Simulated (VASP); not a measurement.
Ag: single point with PBEsol

The system is Ag.

```xyz
4
Lattice="2.9571 0.0000 0.0000 -1.4785 2.5609 0.0000 0.0000 0.0000 9.6182" Properties=species:S:1:pos:R:3 pbc="T T T"
Ag    0.0000    1.7073    2.4046
Ag    1.4785    0.8536    7.2137
Ag    0.0000    0.0000    0.0000
Ag    0.0000    0.0000    4.8091
```

This cell differs from its parent crystal: strain +0.030 along x and y, +0.030 along z.

```
Program             : VASP 6.6.1
Task                : single point
Functional          : PBEsol
Potentials or basis : VASP PAW PBE potentials, release 64 (Ag)
Cutoff              : 520 eV
k mesh              : 18 × 18 × 6
Occupations         : gaussian, width 0.15 eV
Spin                : no spin polarisation
```

The pressure is -8.2 GPa and the band gap on the k mesh is zero (bands 22 and 23 overlap by 6.23 eV).

Stress tensor (GPa, compression positive):
```
-8.30  0.00  0.00
 0.00 -8.30  0.00
 0.00  0.00 -7.99
```

Levels at points of the mesh, in eV from the Fermi level:
| k point | band 19 | band 20 | band 21 | band 22 | band 23 | band 24 | band 25 | band 26 |
| --- | --- | --- | --- | --- | --- | --- | --- | --- |
| (0.00, 0.00, 0.00) | -3.46 | -3.26 | -3.26 | -2.91 | -2.91 | -0.22 | 3.32 | 10.73 |
| (0.50, 0.00, 0.00) | -2.74 | -2.71 | -0.09 | 0.81 | 0.94 | 1.47 | 3.96 | 4.05 |
| (0.00, 0.00, 0.50) | -3.05 | -3.05 | -3.05 | -3.05 | -2.27 | -2.27 | 6.17 | 6.17 |
| (0.50, 0.00, 0.50) | -2.75 | -2.75 | 0.28 | 0.28 | 1.33 | 1.33 | 4.46 | 4.46 |

Run time: 2.4 min on 1 thread of AMD EPYC 9R45 96-Core Processor (Zen 5), on a shared host, peak memory 0.33 GiB.

Caveat: the cell differs from its parent crystal (strain +0.030 along x and y, +0.030 along z); the cell stands under tension; the PAW data sets were made with another functional, which shifts forces and pressure a little.
